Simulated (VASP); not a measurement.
# Mg3CdSe4 (I4/mmm) in VASP: single point with PBE

Aim: the single point of Mg3CdSe4 with PBE.

Everything below comes from runs of VASP 6.6.1. Logs are shortened: lines on timing, memory, paths and dates and some standing lists are left out, and cuts for length are marked.

### Step 1. The cell of the first run

Symmetry: I4/mmm, No. 139, tetragonal system. Conventional cell: a = 5.572 Å, b = 5.572 Å, c = 11.166 Å, α = 90.00°, β = 90.00°, γ = 90.00°. Mg (site symmetry 4/mmm) has 6 Se at 2.72 to 2.79 Å within 3.6 Å. Mg (site symmetry -4m2) has 6 Se at 2.79 Å within 3.7 Å. Cd (site symmetry 4/mmm) has 6 Se at 2.79 to 2.86 Å within 3.7 Å. Within 3.6 Å of Se (site symmetry 4mm) lie 5 Mg at 2.72 to 2.79 Å and 1 Cd at 2.86 Å. Se (site symmetry mmm) has 4 Mg at 2.79 Å and 2 Cd at 2.79 Å within 3.7 Å.

### Step 2. Single point, PBE

The input, INCAR:

```
ALGO = Normal
EDIFF = 1E-6
ENCUT = 520
GGA = PE
ISIF = 2
ISMEAR = 0
LASPH = True
LCHARG = True
LELF = True
LREAL = False
LVHAR = True
LWAVE = False
NBANDS = 31
NELM = 80
PREC = Accurate
SIGMA = 0.01
```

The input, KPOINTS:

```
k-points
0
Gamma
  10 10 10
```

The input, POSCAR:

```
Mg3CdSe4
1.0
   -2.7861316035      2.7861316035      5.5832266508
    2.7861316035     -2.7861316035      5.5832266508
    2.7861316035      2.7861316035     -5.5832266508
Mg Cd Se
3 1 4
Direct
    0.5000000000      0.5000000000      0.0000000000
    0.7500000000      0.2500000000      0.5000000000
    0.2500000000      0.7500000000      0.5000000000
    0.0000000000      0.0000000000      0.0000000000
    0.7437415628      0.7437415628      0.0000000000
    0.2562584372      0.2562584372      0.0000000000
    0.5000000000      0.0000000000      0.5000000000
    0.0000000000      0.5000000000      0.5000000000
```

Potentials or basis: VASP PAW PBE potentials, release 64 (Mg, Cd, Se).

Launch:

```
cat potpaw_PBE.64/Mg/POTCAR potpaw_PBE.64/Cd/POTCAR potpaw_PBE.64/Se/POTCAR > POTCAR
mpirun -np 1 vasp_std > vasp.out
```

OUTCAR:

```text
EDIFF = 1E-6
   ENCUT = 520
   GGA = PE
   ISIF = 2
   ISMEAR = 0
   LASPH = True
   LREAL = False
   NELM = 80
   PREC = Accurate

 ion  position               nearest neighbor table
   1  0.500  0.500  0.000-   5 2.72   6 2.72   7 2.79   8 2.79   7 2.79   8 2.79
   2  0.750  0.250  0.500-   6 2.79   5 2.79   6 2.79   5 2.79   7 2.79   8 2.79
   3  0.250  0.750  0.500-   6 2.79   5 2.79   6 2.79   5 2.79   7 2.79   8 2.79
   4  0.000  0.000  0.000-   7 2.79   8 2.79   8 2.79   7 2.79   5 2.86   6 2.86
   5  0.744  0.744  0.000-   1 2.72   2 2.79   3 2.79   2 2.79   3 2.79   4 2.86
   6  0.256  0.256  0.000-   1 2.72   2 2.79   3 2.79   3 2.79   2 2.79   4 2.86
   7  0.500  0.000  0.500-   1 2.79   4 2.79   1 2.79   4 2.79   3 2.79   2 2.79
   8  0.000  0.500  0.500-   1 2.79   4 2.79   4 2.79   1 2.79   3 2.79   2 2.79

  LATTYP: Found a body centered tetragonal cell.
 ALAT       =     5.5722632070
 C/A-ratio  =     2.0039350057

  Lattice vectors:

 A1 = (  -2.7861316035,   2.7861316035,   5.5832266508)
 A2 = (   2.7861316035,  -2.7861316035,   5.5832266508)
 A3 = (   2.7861316035,   2.7861316035,  -5.5832266508)

Analysis of symmetry for initial positions (statically):
=====================================================================
 Subroutine PRICEL returns:
 Original cell was already a primitive cell.

 Routine SETGRP: Setting up the symmetry group for a
 body centered tetragonal supercell.

 Subroutine GETGRP returns: Found 16 space group operations
 (whereof 16 operations were pure point group operations)
 out of a pool of 16 trial point group operations.

The static configuration has the point symmetry D_4h.

Analysis of symmetry for dynamics (positions and initial velocities):
=====================================================================
 Subroutine PRICEL returns:
 Original cell was already a primitive cell.

 Routine SETGRP: Setting up the symmetry group for a
 body centered tetragonal supercell.

 Subroutine GETGRP returns: Found 16 space group operations
 (whereof 16 operations were pure point group operations)
 out of a pool of 16 trial point group operations.

The dynamic configuration has the point symmetry D_4h.

 Subroutine INISYM returns: Found 16 space group operations
 (whereof 16 operations are pure point group operations),
 and found     1 'primitive' translations

----------------------------------------------------------------------------------------

                                     Primitive cell

  volume of cell :     173.3598

  direct lattice vectors                    reciprocal lattice vectors
    -2.786131603  2.786131603  5.583226651     0.000000000  0.179460295  0.089553950
     2.786131603 -2.786131603  5.583226651     0.179460295  0.000000000  0.089553950
     2.786131603  2.786131603 -5.583226651     0.179460295  0.179460295  0.000000000

  length of vectors
     6.833555331  6.833555331  6.833555331     0.200563974  0.200563974  0.253795183

  position of ions in fractional coordinates (direct lattice)
     0.500000000  0.500000000  0.000000000
     0.750000000  0.250000000  0.500000000
     0.250000000  0.750000000  0.500000000
     0.000000000  0.000000000  0.000000000
     0.743741563  0.743741563  0.000000000
     0.256258437  0.256258437  0.000000000
     0.500000000  0.000000000  0.500000000
     0.000000000  0.500000000  0.500000000

  ion indices of the primitive-cell ions
   primitive index   ion index
                 1           1
                 2           2
                 3           3
                 4           4
                 5           5
                 6           6
                 7           7
                 8           8

----------------------------------------------------------------------------------------

 KPOINTS: k-points

Automatic generation of k-mesh.
 Grid dimensions read from file:
 generate k-points for:   10   10   10

 Generating k-lattice:

  Cartesian coordinates                     Fractional coordinates (reciprocal lattice)
     0.000000000  0.017946030  0.008955395     0.100000000  0.000000000  0.000000000
     0.017946030  0.000000000  0.008955395     0.000000000  0.100000000  0.000000000
     0.017946030  0.017946030  0.000000000     0.000000000  0.000000000  0.100000000

  Length of vectors
     0.020056397  0.020056397  0.025379518

  Shift w.r.t. Gamma in fractional coordinates (k-lattice)
     0.000000000  0.000000000  0.000000000

 Subroutine IBZKPT returns following result:
 ===========================================

 Found    102 irreducible k-points:

 Following reciprocal coordinates:
            Coordinates               Weight
  0.000000  0.000000  0.000000      1.000000
  0.100000  0.000000  0.000000      8.000000
  0.200000  0.000000  0.000000      8.000000
  0.300000  0.000000  0.000000      8.000000
  0.400000  0.000000 -0.000000      8.000000
  0.500000  0.000000  0.000000      4.000000
[... 16 lines left out ...]
  0.300000  0.300000  0.000000      8.000000
  0.400000  0.300000  0.000000     16.000000
 [... further k-points ...]
   k-points           NKPTS =    102   k-points in BZ     NKDIM =    102   number of bands    NBANDS=     31
   number of dos      NEDOS =    301   number of ions     NIONS =      8
   total plane-waves  NPLWV = 157464
   dimension x,y,z NGX =    54 NGY =   54 NGZ =   54
   dimension x,y,z NGXF=   108 NGYF=  108 NGZF=  108
   ions per type =               3   1   4
   NGX,Y,Z   is equivalent  to a cutoff of  13.14, 13.14, 13.14 a.u.
   NGXF,Y,Z  is equivalent  to a cutoff of  26.27, 26.27, 26.27 a.u.
 SYSTEM =  unknown system
   PREC   = accura    normal or accurate (medium, high low for compatibility)
   ISTART =      0    job   : 0-new  1-cont  2-samecut
   ICHARG =      2    charge: 1-file 2-atom 10-const
   ISPIN  =      1    spin polarized calculation?
   LNONCOLLINEAR =      F non collinear calculations
   LSORBIT =      F    spin-orbit coupling
   LASPH  =      T    aspherical Exc in radial PAW
   ENCUT  =  520.0 eV  38.22 Ry    6.18 a.u.  12.71 12.71 12.71*2*pi/ulx,y,z
   NELM   =     80;   NELMIN=  2; NELMDL= -5     # of ELM steps
   EDIFF  = 0.1E-05   stopping-criterion for ELM
   LREAL  =      F    real-space projection
   EDIFFG = 0.1E-04   stopping-criterion for IOM
   NSW    =      0    number of steps for IOM
   IBRION =     -1    ionic relax: 0-MD 1-quasi-New 2-CG
   NFREE  =      0    steps in history (QN), initial steepest desc. (CG)
   ISIF   =      2    stress and relaxation
   ISYM   =      2    0-nonsym 1-usesym 2-fastsym
   POTIM  = 0.5000    time-step for ionic-motion
   TEBEG  =    0.0;   TEEND  =   0.0 temperature during run
   PSTRESS=    0.0 pullay stress
   NELECT =      42.0000    total number of electrons
   NUPDOWN=      -1.0000    fix difference up-down
   EMIN   =  10.00;   EMAX   =-10.00  energy-range for DOS
   EFERMI =   0.00;   METHOD = LEGACY
   ISMEAR =     0;   SIGMA  =   0.01  broadening in eV -4-tet -1-fermi 0-gaus
   EFERMI_NEDOS =   21; number of points for ismear=-14 and -15
   IALGO  =     38    algorithm
   IMIX   =      4    mixing-type and parameters
     AMIX     =   0.40;   BMIX     =  1.00
     AMIX_MAG =   1.60;   BMIX_MAG =  1.00
  volume/ion in A,a.u.               =      21.67       146.24
  Fermi-wavevector in a.u.,A,eV,Ry     =   1.020568  1.928593 14.171259  1.041558
  Thomas-Fermi vector in A             =   2.154144
   LORBIT       =      0    0 simple, 1 ext, 2 COOP (PROOUT), +10 PAW based schemes
   GGA     = PE    functional components
   LHFCALC =     F    Hartree Fock is set to
   AEXX    =    0.0000 exact exchange contribution
   IVDW    =     0    specifies the selected vdW correction
   LEPSILON=     F    determine dielectric tensor
   LRPA    =     F    only Hartree local field effects (RPA)
 non-spin polarized calculation
 Gauss-broadening in eV      SIGMA  =   0.01
  energy-cutoff  :      520.00
  volume of cell :      173.36
 maximum number of plane-waves:      4725
 NGX is ok and might be reduce to    54
   NGX = 25   NGY = 25   NGZ = 25

 number of electron      42.0000002 magnetization

 Free energy of the ion-electron system (eV)
  ---------------------------------------------------
  ext. energy  EPLUGINS =         0.00000000
  ---------------------------------------------------
  free energy    TOTEN  =       -27.55751512 eV

  energy without entropy =      -27.55751512  energy(sigma->0) =      -27.55751512

 E-fermi :   3.1115     XC(G=0):  -9.5244

 val. band max:        3.0634397676   @ k =   0.5000   0.5000   0.0000
 cond. band min:       3.3326394759   @ k =   0.5000   0.5000   0.5000
 fundamental gap:      0.2691997083
 Fermi energy:         3.1114633197

 k-point     1 :       0.0000    0.0000    0.0000
  band No.  band energies     occupation
      1     -10.0276      2.00000
      2      -8.9384      2.00000
      3      -8.8685      2.00000
      4      -8.6884      2.00000
      5      -4.9395      2.00000
      6      -4.9395      2.00000
[... 23 lines left out ...]
     30      10.0518      0.00000
     31      10.1789      0.00000

 k-point     2 :       0.1000    0.0000    0.0000
  band No.  band energies     occupation
      1      -9.9945      2.00000
      2      -8.9450      2.00000
      3      -8.8707      2.00000
      4      -8.7052      2.00000
      5      -4.9422      2.00000
      6      -4.9389      2.00000
[... 23 lines left out ...]
     30      10.1043      0.00000
     31      10.2076      0.00000

 k-point     3 :       0.2000    0.0000    0.0000
  band No.  band energies     occupation
      1      -9.8982      2.00000
      2      -8.9719      2.00000
      3      -8.8762      2.00000
      4      -8.7502      2.00000
      5      -4.9507      2.00000
      6      -4.9399      2.00000
[... 703 lines left out ...]
     30       9.3411      0.00000
     31      10.0081      0.00000

 k-point    24 :       0.4000    0.3000    0.0000
  band No.  band energies     occupation
      1      -9.2664      2.00000
      2      -9.1291      2.00000
      3      -9.0064      2.00000
      4      -8.9254      2.00000
      5      -5.1714      2.00000
      6      -5.0301      2.00000
[... 23 lines left out ...]
     30       9.0967      0.00000
     31       9.5076      0.00000

 [... further k-points ...]
[... 5 lines left out ...]
  --------------------------------------------------------------------------------------
  -------------------------------------------------------------------------------------
  Total        0.0605959      0.0605959      0.0363204      0.0000000      0.0000000     -0.0000000
  in kB        0.5600220      0.5600220      0.3356703      0.0000000      0.0000000     -0.0000000
  external PRESSURE =       0.4852381 kB  Pullay stress =       0.0000000 kB

 VOLUME and BASIS-vectors are now :
 -----------------------------------------------------------------------------
  energy-cutoff  :      520.00
  volume of cell :      173.36
      direct lattice vectors                 reciprocal lattice vectors
    -2.786131603  2.786131603  5.583226651     0.000000000  0.179460295  0.089553950
     2.786131603 -2.786131603  5.583226651     0.179460295  0.000000000  0.089553950
     2.786131603  2.786131603 -5.583226651     0.179460295  0.179460295  0.000000000

 POSITION                                       TOTAL-FORCE (eV/Angst)
 -----------------------------------------------------------------------------------
      0.00000      0.00000      5.58323         0.000000      0.000000      0.000000
     -0.00000      2.78613      2.79161         0.000000      0.000000      0.000000
      2.78613     -0.00000      2.79161         0.000000      0.000000     -0.000000
      0.00000      0.00000      0.00000         0.000000      0.000000      0.000000
      0.00000      0.00000      8.30496        -0.000000     -0.000000     -0.030363
      0.00000      0.00000      2.86150        -0.000000     -0.000000      0.030363
      0.00000      2.78613      0.00000         0.000000      0.000000      0.000000
      2.78613      0.00000      0.00000         0.000000      0.000000      0.000000
 -----------------------------------------------------------------------------------
    total drift:                                0.000000      0.000000     -0.000000

  FREE ENERGIE OF THE ION-ELECTRON SYSTEM (eV)
  ---------------------------------------------------
  free  energy   TOTEN  =       -27.5575151189 eV

  energy  without entropy=      -27.5575151189  energy(sigma->0) =      -27.55751512
```

Run time: 28 min. Hardware: 1 thread of Intel Xeon Platinum 8488C (Sapphire Rapids), shared host; peak memory 0.77 GiB.

What came out:

| Property | Result |
| --- | --- |
| Free energy | -27.5575 eV |
| Pressure | 0.0 GPa |
| Largest force | 0.030 eV/Å |
| Band gap on the k mesh | 0.27 eV, indirect (least direct gap 0.99 eV) |

Forces on the atoms (eV/Å):
```
Mg   0.000  0.000  0.000
Mg   0.000  0.000  0.000
Mg   0.000  0.000  0.000
Cd   0.000  0.000  0.000
Se   0.000  0.000 -0.030
Se   0.000  0.000  0.030
Se   0.000  0.000  0.000
Se   0.000  0.000  0.000
```

A k mesh can miss the band edges.
